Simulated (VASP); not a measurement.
# CaS (Fm-3m) in VASP: notebook

CaS is run at these levels: r2SCAN, HSE06, PBE0; tasks: single point.

All numbers are computed with VASP 6.6.1; they aren't measurements. Logs are shortened: lines on timing, memory, paths and dates and some standing lists are left out, and cuts for length are marked.

## 1. The cell of the first run

Symmetry: Fm-3m, No. 225, cubic system. The conventional cell has a = 5.696 Å, b = 5.696 Å, c = 5.696 Å, α = 90.00°, β = 90.00°, γ = 90.00°. Ca (site symmetry m-3m) has 6 S at 2.85 Å within 3.8 Å. Within 3.8 Å of S (site symmetry m-3m) lie 6 Ca at 2.85 Å.

## 2. Single point, r2SCAN

POSCAR reads:

```
CaS
1.0
    0.0000000000      2.8479451034      2.8479451034
    2.8479451034      0.0000000000      2.8479451034
    2.8479451034      2.8479451034      0.0000000000
Ca S
1 1
Direct
    0.0000000000      0.0000000000      0.0000000000
    0.5000000000      0.5000000000      0.5000000000
```

INCAR.step1 reads:

```
  ALGO = Normal
  EDIFF = 1E-5
  ENCUT = 550
  GGA = PE
  GGA_COMPAT = F
  ISMEAR = 0
  LASPH = T
  LCHARG = F
  LREAL = F
  LWAVE = T
  NBANDS = 15
  NELM = 120
  PREC = Accurate
  SIGMA = 0.01
```

INCAR.step2 reads:

```
  ALGO = Normal
  EDIFF = 1E-6
  ENCUT = 550
  GGA_COMPAT = F
  ISIF = 2
  ISMEAR = 0
  ISTART = 1
  LASPH = T
  LCHARG = T
  LELF = T
  LMIXTAU = T
  LREAL = F
  LVHAR = T
  LWAVE = F
  METAGGA = R2SCAN
  NBANDS = 15
  NELM = 120
  PREC = Accurate
  SIGMA = 0.01
```

KPOINTS reads:

```
k-points
0
Gamma
  6 6 6
```

Potentials or basis: VASP PAW PBE potentials, release 64 (Ca_sv, S).

Launch:

```bash
$ cat potpaw_PBE.64/Ca_sv/POTCAR potpaw_PBE.64/S/POTCAR > POTCAR
$ cp INCAR.step1 INCAR
$ mpirun -np 1 vasp_std > vasp.out
$ cp INCAR.step2 INCAR
$ mpirun -np 1 vasp_std > vasp.out
```

OUTCAR:

```text
EDIFF = 1E-6
   ENCUT = 550
   ISIF = 2
   ISMEAR = 0
   ISTART = 1
   LASPH = T
   LREAL = F
   METAGGA = R2SCAN
   NELM = 120
   PREC = Accurate

 ion  position               nearest neighbor table
   1  0.000  0.000  0.000-   2 2.85   2 2.85   2 2.85   2 2.85   2 2.85   2 2.85
   2  0.500  0.500  0.500-   1 2.85   1 2.85   1 2.85   1 2.85   1 2.85   1 2.85

  LATTYP: Found a face centered cubic cell.
 ALAT       =     5.6958902068

  Lattice vectors:

 A1 = (   0.0000000000,   2.8479451034,   2.8479451034)
 A2 = (   2.8479451034,   0.0000000000,   2.8479451034)
 A3 = (   2.8479451034,   2.8479451034,   0.0000000000)

Analysis of symmetry for initial positions (statically):
=====================================================================
 Subroutine PRICEL returns:
 Original cell was already a primitive cell.

 Routine SETGRP: Setting up the symmetry group for a
 face centered cubic supercell.

 Subroutine GETGRP returns: Found 48 space group operations
 (whereof 48 operations were pure point group operations)
 out of a pool of 48 trial point group operations.

The static configuration has the point symmetry O_h .

Analysis of symmetry for dynamics (positions and initial velocities):
=====================================================================
 Subroutine PRICEL returns:
 Original cell was already a primitive cell.

 Routine SETGRP: Setting up the symmetry group for a
 face centered cubic supercell.

 Subroutine GETGRP returns: Found 48 space group operations
 (whereof 48 operations were pure point group operations)
 out of a pool of 48 trial point group operations.

The dynamic configuration has the point symmetry O_h .

 Subroutine INISYM returns: Found 48 space group operations
 (whereof 48 operations are pure point group operations),
 and found     1 'primitive' translations

----------------------------------------------------------------------------------------

                                     Primitive cell

  volume of cell :      46.1982

  direct lattice vectors                    reciprocal lattice vectors
     0.000000000  2.847945103  2.847945103    -0.175565182  0.175565182  0.175565182
     2.847945103  0.000000000  2.847945103     0.175565182 -0.175565182  0.175565182
     2.847945103  2.847945103  0.000000000     0.175565182  0.175565182 -0.175565182

  length of vectors
     4.027602590  4.027602590  4.027602590     0.304087815  0.304087815  0.304087815

  position of ions in fractional coordinates (direct lattice)
     0.000000000  0.000000000  0.000000000
     0.500000000  0.500000000  0.500000000

  ion indices of the primitive-cell ions
   primitive index   ion index
                 1           1
                 2           2

----------------------------------------------------------------------------------------

 KPOINTS: k-points

Automatic generation of k-mesh.
 Grid dimensions read from file:
 generate k-points for:    6    6    6

 Generating k-lattice:

  Cartesian coordinates                     Fractional coordinates (reciprocal lattice)
    -0.029260864  0.029260864  0.029260864     0.166666667  0.000000000  0.000000000
     0.029260864 -0.029260864  0.029260864     0.000000000  0.166666667  0.000000000
     0.029260864  0.029260864 -0.029260864     0.000000000  0.000000000  0.166666667

  Length of vectors
     0.050681303  0.050681303  0.050681303

  Shift w.r.t. Gamma in fractional coordinates (k-lattice)
     0.000000000  0.000000000  0.000000000

 Subroutine IBZKPT returns following result:
 ===========================================

 Found     16 irreducible k-points:

 Following reciprocal coordinates:
            Coordinates               Weight
  0.000000  0.000000  0.000000      1.000000
  0.166667  0.000000  0.000000      8.000000
  0.333333  0.000000  0.000000      8.000000
  0.500000  0.000000  0.000000      4.000000
  0.166667  0.166667  0.000000      6.000000
  0.333333  0.166667  0.000000     24.000000
[... 8 lines left out ...]
 -0.333333  0.333333  0.166667     24.000000
 -0.333333  0.500000  0.166667     12.000000
   k-points           NKPTS =     16   k-points in BZ     NKDIM =     16   number of bands    NBANDS=     15
   number of dos      NEDOS =    301   number of ions     NIONS =      2
   total plane-waves  NPLWV =  32768
   dimension x,y,z NGX =    32 NGY =   32 NGZ =   32
   dimension x,y,z NGXF=    64 NGYF=   64 NGZF=   64
   ions per type =               1   1
   NGX,Y,Z   is equivalent  to a cutoff of  13.21, 13.21, 13.21 a.u.
   NGXF,Y,Z  is equivalent  to a cutoff of  26.42, 26.42, 26.42 a.u.
 SYSTEM =  unknown system
   PREC   = accura    normal or accurate (medium, high low for compatibility)
   ISTART =      1    job   : 0-new  1-cont  2-samecut
   ICHARG =      0    charge: 1-file 2-atom 10-const
   ISPIN  =      1    spin polarized calculation?
   LNONCOLLINEAR =      F non collinear calculations
   LSORBIT =      F    spin-orbit coupling
   LASPH  =      T    aspherical Exc in radial PAW
   ENCUT  =  550.0 eV  40.42 Ry    6.36 a.u.   7.70  7.70  7.70*2*pi/ulx,y,z
   NELM   =    120;   NELMIN=  2; NELMDL=  0     # of ELM steps
   EDIFF  = 0.1E-05   stopping-criterion for ELM
   LREAL  =      F    real-space projection
   EDIFFG = 0.1E-04   stopping-criterion for IOM
   NSW    =      0    number of steps for IOM
   IBRION =     -1    ionic relax: 0-MD 1-quasi-New 2-CG
   NFREE  =      0    steps in history (QN), initial steepest desc. (CG)
   ISIF   =      2    stress and relaxation
   ISYM   =      2    0-nonsym 1-usesym 2-fastsym
   POTIM  = 0.5000    time-step for ionic-motion
   TEBEG  =    0.0;   TEEND  =   0.0 temperature during run
   PSTRESS=    0.0 pullay stress
   NELECT =      16.0000    total number of electrons
   NUPDOWN=      -1.0000    fix difference up-down
   EMIN   =  10.00;   EMAX   =-10.00  energy-range for DOS
   EFERMI =   0.00;   METHOD = LEGACY
   ISMEAR =     0;   SIGMA  =   0.01  broadening in eV -4-tet -1-fermi 0-gaus
   EFERMI_NEDOS =   21; number of points for ismear=-14 and -15
   IALGO  =     38    algorithm
   IMIX   =      4    mixing-type and parameters
     AMIX     =   0.40;   BMIX     =  1.00
     AMIX_MAG =   1.60;   BMIX_MAG =  1.00
  volume/ion in A,a.u.               =      23.10       155.88
  Fermi-wavevector in a.u.,A,eV,Ry     =   1.149670  2.172561 17.983381  1.321741
  Thomas-Fermi vector in A             =   2.286338
   LORBIT       =      0    0 simple, 1 ext, 2 COOP (PROOUT), +10 PAW based schemes
   METAGGA = R2SCAN    functional components
   LHFCALC =     F    Hartree Fock is set to
   AEXX    =    0.0000 exact exchange contribution
   IVDW    =     0    specifies the selected vdW correction
   LEPSILON=     F    determine dielectric tensor
   LRPA    =     F    only Hartree local field effects (RPA)
 non-spin polarized calculation
 Gauss-broadening in eV      SIGMA  =   0.01
  energy-cutoff  :      550.00
  volume of cell :       46.20
 maximum number of plane-waves:      1363
   NGX = 15   NGY = 15   NGZ = 15

 number of electron      16.0000000 magnetization

 Free energy of the ion-electron system (eV)
  ---------------------------------------------------
  ext. energy  EPLUGINS =         0.00000000
  ---------------------------------------------------
  free energy    TOTEN  =       -19.94177380 eV

  energy without entropy =      -19.94177380  energy(sigma->0) =      -19.94177380

 E-fermi :   2.5587     XC(G=0):  -9.7803

 val. band max:        2.4848568603   @ k =   0.0000   0.0000   0.0000
 cond. band min:       5.2888265402   @ k =   0.5000   0.5000   0.0000
 fundamental gap:      2.8039696799
 Fermi energy:         2.5586940568

 k-point     1 :       0.0000    0.0000    0.0000
  band No.  band energies     occupation
      1     -38.2367      2.00000
      2     -18.3367      2.00000
      3     -18.3367      2.00000
      4     -18.3367      2.00000
      5      -9.3081      2.00000
      6       2.4849      2.00000
      7       2.4849      2.00000
      8       2.4849      2.00000
      9       7.1572      0.00000
     10       7.1572      0.00000
     11       7.1572      0.00000
     12       7.4064      0.00000
     13       7.7942      0.00000
     14       7.7942      0.00000
     15      14.0772      0.00000

 k-point     2 :       0.1667    0.0000    0.0000
  band No.  band energies     occupation
      1     -38.2339      2.00000
      2     -18.3805      2.00000
      3     -18.3398      2.00000
      4     -18.3398      2.00000
      5      -9.1173      2.00000
      6       1.4665      2.00000
      7       2.1235      2.00000
      8       2.1235      2.00000
      9       7.2022      0.00000
     10       7.5632      0.00000
     11       7.5632      0.00000
     12       8.5084      0.00000
     13       8.5084      0.00000
     14       8.5906      0.00000
     15      14.0460      0.00000

 k-point     3 :       0.3333    0.0000    0.0000
  band No.  band energies     occupation
      1     -38.2283      2.00000
      2     -18.4657      2.00000
      3     -18.3460      2.00000
      4     -18.3460      2.00000
      5      -8.7042      2.00000
      6       0.0009      2.00000
      7       1.5605      2.00000
      8       1.5605      2.00000
      9       7.5764      0.00000
     10       8.5382      0.00000
     11       8.5382      0.00000
     12       9.8456      0.00000
     13      10.0737      0.00000
     14      10.0737      0.00000
     15      13.5295      0.00000
[... 199 lines left out ...]
 k-point    15 :      -0.3333    0.3333    0.1667
  band No.  band energies     occupation
      1     -38.2228      2.00000
      2     -18.4545      2.00000
      3     -18.4036      2.00000
      4     -18.3731      2.00000
      5      -8.5309      2.00000
      6       0.1529      2.00000
      7       0.8288      2.00000
      8       1.2352      2.00000
      9       7.9253      0.00000
     10       8.0574      0.00000
     11       9.6107      0.00000
     12       9.7503      0.00000
     13       9.7723      0.00000
     14      11.8362      0.00000
     15      12.6072      0.00000

 k-point    16 :      -0.3333    0.5000    0.1667
  band No.  band energies     occupation
      1     -38.2219      2.00000
      2     -18.4399      2.00000
      3     -18.4034      2.00000
      4     -18.3935      2.00000
      5      -8.5797      2.00000
      6       0.4005      2.00000
      7       1.0717      2.00000
      8       1.0977      2.00000
      9       6.6352      0.00000
     10       8.9805      0.00000
     11       9.0217      0.00000
     12       9.6652      0.00000
     13       9.9017      0.00000
     14      11.0890      0.00000
     15      13.2201      0.00000

------------------------ aborting loop because EDIFF is reached ----------------------------------------

  FORCE on cell =-STRESS in cart. coord.  units (eV):
  Direction    XX          YY          ZZ          XY          YZ          ZX
  --------------------------------------------------------------------------------------
  -------------------------------------------------------------------------------------
  Total        0.0875796      0.0875796      0.0875796     -0.0000000     -0.0000000      0.0000000
  in kB        3.0373067      3.0373067      3.0373067     -0.0000000     -0.0000000      0.0000000
  external PRESSURE =       3.0373067 kB  Pullay stress =       0.0000000 kB

 VOLUME and BASIS-vectors are now :
 -----------------------------------------------------------------------------
  energy-cutoff  :      550.00
  volume of cell :       46.20
      direct lattice vectors                 reciprocal lattice vectors
     0.000000000  2.847945103  2.847945103    -0.175565182  0.175565182  0.175565182
     2.847945103  0.000000000  2.847945103     0.175565182 -0.175565182  0.175565182
     2.847945103  2.847945103  0.000000000     0.175565182  0.175565182 -0.175565182

 POSITION                                       TOTAL-FORCE (eV/Angst)
 -----------------------------------------------------------------------------------
      0.00000      0.00000      0.00000         0.000000      0.000000      0.000000
      2.84795      2.84795      2.84795        -0.000000     -0.000000     -0.000000
 -----------------------------------------------------------------------------------
    total drift:                                0.000000     -0.000000     -0.000000

  FREE ENERGIE OF THE ION-ELECTRON SYSTEM (eV)
  ---------------------------------------------------
  free  energy   TOTEN  =       -19.9417738005 eV

  energy  without entropy=      -19.9417738005  energy(sigma->0) =      -19.94177380
```

Wall time 49 s (1 thread of Intel Xeon Platinum 8488C (Sapphire Rapids), shared host); peak memory 0.19 GiB.

What came out:

- Free energy: -19.9418 eV
- Pressure: 0.3 GPa
- Band gap on the k mesh: 2.80 eV (least direct gap 3.63 eV)

Caveat: the PAW data sets were made with another functional, which shifts forces and pressure a little. A k mesh can miss the band edges.

## 3. Single point, HSE06

POSCAR is that of step 2.

INCAR.step1 reads:

```
PREC = Accurate
ENCUT = 400
EDIFF = 1E-5
ISMEAR = 0
SIGMA = 0.01
LREAL = F
LASPH = T
NELM = 120
ALGO = Normal
ISIF = 2
LWAVE = T
LCHARG = F
GGA = PE
NBANDS = 15
GGA_COMPAT = F
```

INCAR.step2 reads:

```
PREC = Accurate
ENCUT = 400
EDIFF = 1E-6
ISMEAR = 0
SIGMA = 0.01
LREAL = F
LASPH = T
NELM = 120
ALGO = Normal
ISIF = 2
LWAVE = F
LCHARG = F
GGA = PE
LHFCALC = T
HFSCREEN = 0.2079
PRECFOCK = Normal
ISTART = 1
NBANDS = 15
GGA_COMPAT = F
```

KPOINTS reads:

```
regular mesh
0
Gamma
  6 6 6
```

Potentials or basis: VASP PAW PBE potentials, release 64 (Ca_sv, S).

Launch:

```bash
$ cat potpaw_PBE.64/Ca_sv/POTCAR potpaw_PBE.64/S/POTCAR > POTCAR
$ cp INCAR.step1 INCAR
$ mpirun -np 1 vasp_std > vasp.out
$ cp INCAR.step2 INCAR
$ mpirun -np 1 vasp_std > vasp.out
```

Wall time 22 min (1 thread of Intel Xeon Platinum 8488C (Sapphire Rapids), shared host); peak memory 0.27 GiB.

It converged, with:

```yaml
Free_energy: -11.6587 eV
Pressure: 0.3 GPa
Band_gap_on_the_k_mesh: 3.40 eV (least direct gap 4.31 eV)
```

Levels at points of the mesh, in eV from the valence-band top:
| k point | band 5 | band 6 | band 7 | band 8 | band 9 | band 10 | band 11 | band 12 |
| --- | --- | --- | --- | --- | --- | --- | --- | --- |
| (0.00, 0.00, 0.00) | -12.51 | 0.00 | 0.00 | 0.00 | 5.17 | 5.48 | 5.48 | 5.48 |
| (0.50, 0.00, 0.00) | -11.59 | -3.38 | -1.22 | -1.22 | 6.18 | 7.66 | 7.90 | 7.90 |
| (0.50, 0.50, 0.00) | -11.80 | -2.54 | -0.91 | -0.91 | 3.40 | 7.11 | 7.15 | 8.50 |

Caveat: the PAW data sets were made with another functional, which shifts forces and pressure a little.

## 4. Single point, PBE0

POSCAR is that of step 3.

INCAR.step1 reads:

```
SYSTEM = CaS
PREC = Accurate
ENCUT = 400
EDIFF = 1E-5
ISMEAR = 0
SIGMA = 0.01
LREAL = .FALSE.
LASPH = .TRUE.
NELM = 120
ALGO = Normal
ISIF = 2
LWAVE = .TRUE.
LCHARG = .FALSE.
NBANDS = 15
GGA = PE
GGA_COMPAT = .FALSE.
```

INCAR.step2 reads:

```
SYSTEM = CaS
PREC = Accurate
ENCUT = 400
EDIFF = 1E-6
ISMEAR = 0
SIGMA = 0.01
LREAL = .FALSE.
LASPH = .TRUE.
NELM = 120
ALGO = Normal
ISIF = 2
LWAVE = .FALSE.
LCHARG = .FALSE.
GGA = PE
LHFCALC = .TRUE.
AEXX = 0.25
PRECFOCK = Normal
NBANDS = 15
ISTART = 1
GGA_COMPAT = .FALSE.
```

KPOINTS reads:

```
Automatic mesh
0
G
  6 6 6
  0 0 0
```

Potentials or basis: VASP PAW PBE potentials, release 64 (Ca_sv, S).

Launch:

```bash
$ cat potpaw_PBE.64/Ca_sv/POTCAR potpaw_PBE.64/S/POTCAR > POTCAR
$ cp INCAR.step1 INCAR
$ mpirun -np 1 vasp_std > vasp.out
$ cp INCAR.step2 INCAR
$ mpirun -np 1 vasp_std > vasp.out
```

OUTCAR:

```text
SYSTEM = CaS
   PREC = Accurate
   ENCUT = 400
   EDIFF = 1E-6
   ISMEAR = 0
   LREAL = .FALSE.
   LASPH = .TRUE.
   NELM = 120
   ISIF = 2
   GGA = PE
   LHFCALC = .TRUE.
   AEXX = 0.25
   PRECFOCK = Normal
   ISTART = 1

 ion  position               nearest neighbor table
   1  0.000  0.000  0.000-   2 2.85   2 2.85   2 2.85   2 2.85   2 2.85   2 2.85
   2  0.500  0.500  0.500-   1 2.85   1 2.85   1 2.85   1 2.85   1 2.85   1 2.85

  LATTYP: Found a face centered cubic cell.
 ALAT       =     5.6958902068

[... 475 lines left out ...]
------------------------ aborting loop because EDIFF is reached ----------------------------------------

  FORCE on cell =-STRESS in cart. coord.  units (eV):
  Direction    XX          YY          ZZ          XY          YZ          ZX
  --------------------------------------------------------------------------------------
  -------------------------------------------------------------------------------------
  Total        0.0506109      0.0506109      0.0506109     -0.0000000      0.0000000     -0.0000000
  in kB        1.7552127      1.7552127      1.7552127     -0.0000000      0.0000000     -0.0000000
  external PRESSURE =       1.7552127 kB  Pullay stress =       0.0000000 kB

 VOLUME and BASIS-vectors are now :
 -----------------------------------------------------------------------------
  energy-cutoff  :      400.00
  volume of cell :       46.20
      direct lattice vectors                 reciprocal lattice vectors
     0.000000000  2.847945103  2.847945103    -0.175565182  0.175565182  0.175565182
     2.847945103  0.000000000  2.847945103     0.175565182 -0.175565182  0.175565182
     2.847945103  2.847945103  0.000000000     0.175565182  0.175565182 -0.175565182

 POSITION                                       TOTAL-FORCE (eV/Angst)
 -----------------------------------------------------------------------------------
      0.00000      0.00000      0.00000        -0.000000      0.000000      0.000000
      2.84795      2.84795      2.84795         0.000000      0.000000     -0.000000
 -----------------------------------------------------------------------------------
    total drift:                                0.000000      0.000000     -0.000000

  FREE ENERGIE OF THE ION-ELECTRON SYSTEM (eV)
  ---------------------------------------------------
  free  energy   TOTEN  =       -12.2213582432 eV

  energy  without entropy=      -12.2213582432  energy(sigma->0) =      -12.22135824
```

OSZICAR.step1:

```text
N       E                     dE             d eps       ncg     rms          rms(c)
DAV:   1     0.962640555701E+02    0.96264E+02   -0.65874E+03   480   0.827E+02
DAV:   2    -0.671458418404E+01   -0.10298E+03   -0.97889E+02   606   0.223E+02
DAV:   3    -0.104874280748E+02   -0.37728E+01   -0.37514E+01   622   0.423E+01
DAV:   4    -0.106193654498E+02   -0.13194E+00   -0.13185E+00   698   0.739E+00
DAV:   5    -0.106201692591E+02   -0.80381E-03   -0.80378E-03   622   0.654E-01    0.504E+00
DAV:   6    -0.103636597085E+02    0.25651E+00   -0.39224E-01   585   0.322E+00    0.338E+00
DAV:   7    -0.103565042647E+02    0.71554E-02   -0.10927E-01   617   0.201E+00    0.180E+00
DAV:   8    -0.103632977798E+02   -0.67935E-02   -0.18908E-02   557   0.114E+00    0.316E-01
DAV:   9    -0.103628649844E+02    0.43280E-03   -0.10149E-03   606   0.311E-01    0.835E-02
DAV:  10    -0.103631164749E+02   -0.25149E-03   -0.28913E-04   616   0.121E-01    0.272E-02
DAV:  11    -0.103631615323E+02   -0.45057E-04   -0.77600E-05   536   0.705E-02    0.243E-02
DAV:  12    -0.103631608891E+02    0.64321E-06   -0.45284E-06   387   0.150E-02
   1 F= -.10363161E+02 E0= -.10363161E+02  d E =-.102369E-21
```

Wall time 16 min (1 thread of Intel Xeon Platinum 8488C (Sapphire Rapids), shared host); peak memory 0.17 GiB.

Results:

- Free energy: -12.2214 eV
- Pressure: 0.2 GPa
- Band gap on the k mesh: 4.11 eV (least direct gap 5.04 eV)

Caveat: the PAW data sets were made with another functional, which shifts forces and pressure a little. A k mesh can miss the band edges.

## 5. Overview

| level | cutoff (eV) | grid for exact exchange (PRECFOCK) | share of exact exchange | screening parameter | gap on the mesh (eV) | pressure (GPa) |
| --- | --- | --- | --- | --- | --- | --- |
| r2SCAN | 550 | - | - | - | 2.80 | 0.3 |
| HSE06 | 400 | Normal | 0.25 | 0.2079 1/Å | 3.40 | 0.3 |
| PBE0 | 400 | Normal | 0.25 | - | 4.11 | 0.2 |

Alike in all rows: task single point; potentials or basis VASP PAW PBE potentials, release 64 (Ca_sv, S); no spin polarisation; cell as given; k mesh 6 × 6 × 6; smearing gaussian 0.01 eV.

On the cell as given the gap runs from 2.80 eV (r2SCAN) to 4.11 eV (PBE0).

Caveats: the PAW data sets were made with another functional, which shifts forces and pressure a little.

Total energies depend on the potentials used, so only differences within one code and one set of settings carry meaning.
